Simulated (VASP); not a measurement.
# Ag (Fm-3m) in VASP: single point with r2SCAN

Aim: the single point of Ag with r2SCAN.

Everything below comes from runs of VASP 6.6.1. Logs are shortened: lines on timing, memory, paths and dates and some standing lists are left out, and cuts for length are marked.

### 1 The cell of the first run

It takes space group Fm-3m (No. 225, cubic). The conventional cell has a = 4.104 Å, b = 4.104 Å, c = 4.104 Å, α = 90.00°, β = 90.00°, γ = 90.00°. Within 3.8 Å of Ag (site symmetry m-3m) lie 12 Ag at 2.90 Å.

### 2 Single point, r2SCAN

File POSCAR:

```
Ag
1.0
    0.0000000000      2.0520698942      2.0520698942
    2.0520698942      0.0000000000      2.0520698942
    2.0520698942      2.0520698942      0.0000000000
Ag
1
Direct
    0.0000000000      0.0000000000      0.0000000000
```

File INCAR.step1:

```
PREC = Accurate ; ENCUT = 550
ISMEAR = 0 ; SIGMA = 0.1
LREAL = F ; LASPH = T
NELM = 120 ; NBANDS = 12
GGA = PE ; ALGO = Normal
EDIFF = 1E-5 ; LWAVE = T
LCHARG = F ; GGA_COMPAT = F
```

File INCAR.step2:

```
PREC = Accurate ; ENCUT = 550
EDIFF = 1E-6 ; ISMEAR = 0
SIGMA = 0.1 ; LREAL = F
LASPH = T ; NELM = 120
ALGO = Normal ; ISIF = 2
LWAVE = F ; LCHARG = F
METAGGA = R2SCAN ; LMIXTAU = T
NBANDS = 12 ; ISTART = 1
GGA_COMPAT = F
```

File KPOINTS:

```
Automatic mesh
0
Gamma
  18 18 18
```

Potentials or basis: VASP PAW PBE potentials, release 64 (Ag).

The run is started by

```sh
$ cat potpaw_PBE.64/Ag/POTCAR > POTCAR
$ cp INCAR.step1 INCAR
$ mpirun -np 1 vasp_std > vasp.out
$ cp INCAR.step2 INCAR
$ mpirun -np 1 vasp_std > vasp.out
```

OUTCAR:

```text
PREC = Accurate
   ENCUT = 550
   EDIFF = 1E-6
   ISMEAR = 0
   LREAL = F
   LASPH = T
   NELM = 120
   ISIF = 2
   METAGGA = R2SCAN
   ISTART = 1

 ion  position               nearest neighbor table
   1  0.000  0.000  0.000-

  LATTYP: Found a face centered cubic cell.
 ALAT       =     4.1041397884

  Lattice vectors:

 A1 = (   0.0000000000,   2.0520698942,   2.0520698942)
 A2 = (   2.0520698942,   0.0000000000,   2.0520698942)
 A3 = (   2.0520698942,   2.0520698942,   0.0000000000)

Analysis of symmetry for initial positions (statically):
=====================================================================
 Subroutine PRICEL returns:
 Original cell was already a primitive cell.

 Routine SETGRP: Setting up the symmetry group for a
 face centered cubic supercell.

 Subroutine GETGRP returns: Found 48 space group operations
 (whereof 48 operations were pure point group operations)
 out of a pool of 48 trial point group operations.

The static configuration has the point symmetry O_h .

Analysis of symmetry for dynamics (positions and initial velocities):
=====================================================================
 Subroutine PRICEL returns:
 Original cell was already a primitive cell.

 Routine SETGRP: Setting up the symmetry group for a
 face centered cubic supercell.

 Subroutine GETGRP returns: Found 48 space group operations
 (whereof 48 operations were pure point group operations)
 out of a pool of 48 trial point group operations.

The dynamic configuration has the point symmetry O_h .

 Subroutine INISYM returns: Found 48 space group operations
 (whereof 48 operations are pure point group operations),
 and found     1 'primitive' translations

----------------------------------------------------------------------------------------

                                     Primitive cell

  volume of cell :      17.2825

  direct lattice vectors                    reciprocal lattice vectors
     0.000000000  2.052069894  2.052069894    -0.243656418  0.243656418  0.243656418
     2.052069894  0.000000000  2.052069894     0.243656418 -0.243656418  0.243656418
     2.052069894  2.052069894  0.000000000     0.243656418  0.243656418 -0.243656418

  length of vectors
     2.902065075  2.902065075  2.902065075     0.422025296  0.422025296  0.422025296

  position of ions in fractional coordinates (direct lattice)
     0.000000000  0.000000000  0.000000000

  ion indices of the primitive-cell ions
   primitive index   ion index
                 1           1

----------------------------------------------------------------------------------------

 KPOINTS: Automatic mesh

Automatic generation of k-mesh.
 Grid dimensions read from file:
 generate k-points for:   18   18   18

 Generating k-lattice:

  Cartesian coordinates                     Fractional coordinates (reciprocal lattice)
    -0.013536468  0.013536468  0.013536468     0.055555556  0.000000000  0.000000000
     0.013536468 -0.013536468  0.013536468     0.000000000  0.055555556  0.000000000
     0.013536468  0.013536468 -0.013536468     0.000000000  0.000000000  0.055555556

  Length of vectors
     0.023445850  0.023445850  0.023445850

  Shift w.r.t. Gamma in fractional coordinates (k-lattice)
     0.000000000  0.000000000  0.000000000

 Subroutine IBZKPT returns following result:
 ===========================================

 Found    195 irreducible k-points:

 Following reciprocal coordinates:
            Coordinates               Weight
  0.000000  0.000000  0.000000      1.000000
  0.055556  0.000000  0.000000      8.000000
  0.111111  0.000000  0.000000      8.000000
  0.166667  0.000000  0.000000      8.000000
  0.222222  0.000000  0.000000      8.000000
  0.277778  0.000000  0.000000      8.000000
[... 16 lines left out ...]
 -0.277778  0.055556  0.000000     24.000000
 -0.222222  0.055556  0.000000     24.000000
 [... further k-points ...]
   k-points           NKPTS =    195   k-points in BZ     NKDIM =    195   number of bands    NBANDS=     12
   number of dos      NEDOS =    301   number of ions     NIONS =      1
   total plane-waves  NPLWV =  13824
   dimension x,y,z NGX =    24 NGY =   24 NGZ =   24
   dimension x,y,z NGXF=    48 NGYF=   48 NGZF=   48
   ions per type =               1
   NGX,Y,Z   is equivalent  to a cutoff of  13.75, 13.75, 13.75 a.u.
   NGXF,Y,Z  is equivalent  to a cutoff of  27.50, 27.50, 27.50 a.u.
 SYSTEM =  unknown system
   PREC   = accura    normal or accurate (medium, high low for compatibility)
   ISTART =      1    job   : 0-new  1-cont  2-samecut
   ICHARG =      0    charge: 1-file 2-atom 10-const
   ISPIN  =      1    spin polarized calculation?
   LNONCOLLINEAR =      F non collinear calculations
   LSORBIT =      F    spin-orbit coupling
   LASPH  =      T    aspherical Exc in radial PAW
   ENCUT  =  550.0 eV  40.42 Ry    6.36 a.u.   5.55  5.55  5.55*2*pi/ulx,y,z
   NELM   =    120;   NELMIN=  2; NELMDL=  0     # of ELM steps
   EDIFF  = 0.1E-05   stopping-criterion for ELM
   LREAL  =      F    real-space projection
   EDIFFG = 0.1E-04   stopping-criterion for IOM
   NSW    =      0    number of steps for IOM
   IBRION =     -1    ionic relax: 0-MD 1-quasi-New 2-CG
   NFREE  =      0    steps in history (QN), initial steepest desc. (CG)
   ISIF   =      2    stress and relaxation
   ISYM   =      2    0-nonsym 1-usesym 2-fastsym
   POTIM  = 0.5000    time-step for ionic-motion
   TEBEG  =    0.0;   TEEND  =   0.0 temperature during run
   PSTRESS=    0.0 pullay stress
   NELECT =      11.0000    total number of electrons
   NUPDOWN=      -1.0000    fix difference up-down
   EMIN   =  10.00;   EMAX   =-10.00  energy-range for DOS
   EFERMI =   0.00;   METHOD = LEGACY
   ISMEAR =     0;   SIGMA  =   0.10  broadening in eV -4-tet -1-fermi 0-gaus
   EFERMI_NEDOS =   21; number of points for ismear=-14 and -15
   IALGO  =     38    algorithm
   IMIX   =      4    mixing-type and parameters
     AMIX     =   0.40;   BMIX     =  1.00
     AMIX_MAG =   1.60;   BMIX_MAG =  1.00
  volume/ion in A,a.u.               =      17.28       116.63
  Fermi-wavevector in a.u.,A,eV,Ry     =   1.408219  2.661148 26.981457  1.983081
  Thomas-Fermi vector in A             =   2.530399
   LORBIT       =      0    0 simple, 1 ext, 2 COOP (PROOUT), +10 PAW based schemes
   METAGGA = R2SCAN    functional components
   LHFCALC =     F    Hartree Fock is set to
   AEXX    =    0.0000 exact exchange contribution
   IVDW    =     0    specifies the selected vdW correction
   LEPSILON=     F    determine dielectric tensor
   LRPA    =     F    only Hartree local field effects (RPA)
 non-spin polarized calculation
 Gauss-broadening in eV      SIGMA  =   0.10
  energy-cutoff  :      550.00
  volume of cell :       17.28
 maximum number of plane-waves:       531
 NGX is ok and might be reduce to    24
   NGX = 11   NGY = 11   NGZ = 11

 number of electron      10.9999999 magnetization

 Free energy of the ion-electron system (eV)
  ---------------------------------------------------
  ext. energy  EPLUGINS =         0.00000000
  ---------------------------------------------------
  free energy    TOTEN  =       -21.36043673 eV

  energy without entropy =      -21.35942460  energy(sigma->0) =      -21.35993066

 E-fermi :   8.2132     XC(G=0): -12.8749

 val. band max:        8.1803679262   @ k =   0.5000   0.1667   0.0556
 cond. band min:       8.3349945184   @ k =   0.5000   0.3333   0.1111
 fundamental gap:      0.1546265922
 Fermi energy:         8.2131765528

 k-point     1 :       0.0000    0.0000    0.0000
  band No.  band energies     occupation
      1       0.3891      2.00000
      2       3.1554      2.00000
      3       3.1554      2.00000
      4       3.1554      2.00000
      5       4.1753      2.00000
      6       4.1753      2.00000
      7      24.8664      0.00000
      8      28.5102      0.00000
      9      28.5102      0.00000
     10      28.5102      0.00000
     11      33.4343      0.00000
     12      34.3989      0.00000

 k-point     2 :       0.0556    0.0000    0.0000
  band No.  band energies     occupation
      1       0.4879      2.00000
      2       3.1334      2.00000
      3       3.1825      2.00000
      4       3.1825      2.00000
      5       4.1650      2.00000
      6       4.1650      2.00000
      7      24.8776      0.00000
      8      27.6308      0.00000
      9      28.5421      0.00000
     10      28.5421      0.00000
     11      33.4905      0.00000
     12      34.3057      0.00000

 k-point     3 :       0.1111    0.0000    0.0000
  band No.  band energies     occupation
      1       0.7726      2.00000
      2       3.0839      2.00000
      3       3.2527      2.00000
      4       3.2527      2.00000
      5       4.1451      2.00000
      6       4.1451      2.00000
      7      24.5665      0.00000
      8      26.2044      0.00000
      9      28.6155      0.00000
     10      28.6155      0.00000
     11      32.6441      0.00000
     12      33.9603      0.00000
[... 286 lines left out ...]
 k-point    23 :      -0.2778    0.0556    0.0000
  band No.  band energies     occupation
      1       1.8430      2.00000
      2       3.2866      2.00000
      3       3.3450      2.00000
      4       3.9037      2.00000
      5       4.3255      2.00000
      6       4.8867      2.00000
      7      17.9162      0.00000
      8      24.7209      0.00000
      9      26.9052      0.00000
     10      29.3563      0.00000
     11      31.2059      0.00000
     12      31.3656      0.00000

 k-point    24 :      -0.2222    0.0556    0.0000
  band No.  band energies     occupation
      1       1.7582      2.00000
      2       3.2145      2.00000
      3       3.3975      2.00000
      4       3.4496      2.00000
      5       4.1334      2.00000
      6       4.5134      2.00000
      7      20.1294      0.00000
      8      25.0265      0.00000
      9      27.4580      0.00000
     10      30.0408      0.00000
     11      30.7190      0.00000
     12      31.6935      0.00000

 [... further k-points ...]

------------------------ aborting loop because EDIFF is reached ----------------------------------------

  FORCE on cell =-STRESS in cart. coord.  units (eV):
  Direction    XX          YY          ZZ          XY          YZ          ZX
  --------------------------------------------------------------------------------------
  -------------------------------------------------------------------------------------
  Total        0.0091372      0.0091372      0.0091372      0.0000000     -0.0000000     -0.0000000
  in kB        0.8470693      0.8470693      0.8470693      0.0000000     -0.0000000     -0.0000000
  external PRESSURE =       0.8470693 kB  Pullay stress =       0.0000000 kB

 VOLUME and BASIS-vectors are now :
 -----------------------------------------------------------------------------
  energy-cutoff  :      550.00
  volume of cell :       17.28
      direct lattice vectors                 reciprocal lattice vectors
     0.000000000  2.052069894  2.052069894    -0.243656418  0.243656418  0.243656418
     2.052069894  0.000000000  2.052069894     0.243656418 -0.243656418  0.243656418
     2.052069894  2.052069894  0.000000000     0.243656418  0.243656418 -0.243656418

 POSITION                                       TOTAL-FORCE (eV/Angst)
 -----------------------------------------------------------------------------------
      0.00000      0.00000      0.00000         0.000000      0.000000      0.000000
 -----------------------------------------------------------------------------------
    total drift:                               -0.000000      0.000000      0.000000

  FREE ENERGIE OF THE ION-ELECTRON SYSTEM (eV)
  ---------------------------------------------------
  free  energy   TOTEN  =       -21.3604367294 eV

  energy  without entropy=      -21.3594245967  energy(sigma->0) =      -21.35993066
```

It took 66 s on 1 thread of Intel Xeon Platinum 8375C at 2.90GHz (Ice Lake), shared host; peak memory 0.18 GiB.

What came out:

| Item | Value |
| --- | --- |
| Free energy | -21.3604 eV |
| Pressure | 0.1 GPa |

Caveat: the PAW data sets were made with another functional, which shifts forces and pressure a little.
